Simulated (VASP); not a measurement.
Mo:

```
Mo
1.0
    -1.57342    1.57342    1.57342
     1.57342   -1.57342    1.57342
     1.57342    1.57342   -1.57342
Mo
1
Cartesian
  0.0000 0.0000 0.0000
```

| Quantity | Value |
| --- | --- |
| Program | VASP 6.6.1 |
| Task | relaxation of cell and atoms |
| Functional | LDA |
| Potentials or basis | VASP PAW LDA potentials, release 64 (Mo_sv) |
| Cutoff | 600 eV |
| k mesh | 11 × 11 × 11 |
| Occupations | fermi-dirac, width 0.1 eV |
| Spin | no spin polarisation |

At the start: pressure -7.9 GPa; volume 15.58 Å³/atom.

Task: How do energy, volume and symmetry change on relaxing?

Result: Over 4 steps the energy falls by 11.5 meV/atom and the volume is 15.13 Å³/atom (-2.9 %); space group Im-3m (No. 229, to 0.05 Å).

Step by step:
| step | energy change (eV) | largest force (eV/Å) | pressure (GPa) | volume (Å³) |
| --- | --- | --- | --- | --- |
| 1 | 0.0000 | 0.0000 | -7.91 | 15.58 |
| 2 | 0.0881 | 0.0000 | 28.16 | 13.91 |
| 3 | -0.0114 | 0.0000 | -0.27 | 15.14 |
| 4 | -0.0115 | 0.0000 | -0.03 | 15.13 |

Final structure:
```cif
data_structure
_symmetry_space_group_name_H-M 'P 1'
_symmetry_Int_Tables_number 1
_cell_length_a 2.6986
_cell_length_b 2.6986
_cell_length_c 2.6986
_cell_angle_alpha 109.471
_cell_angle_beta 109.471
_cell_angle_gamma 109.471
_cell_volume 15.13
loop_
_atom_site_label
_atom_site_type_symbol
_atom_site_fract_x
_atom_site_fract_y
_atom_site_fract_z
_atom_site_occupancy
Mo1 Mo 0.00000 0.00000 0.00000 1
```
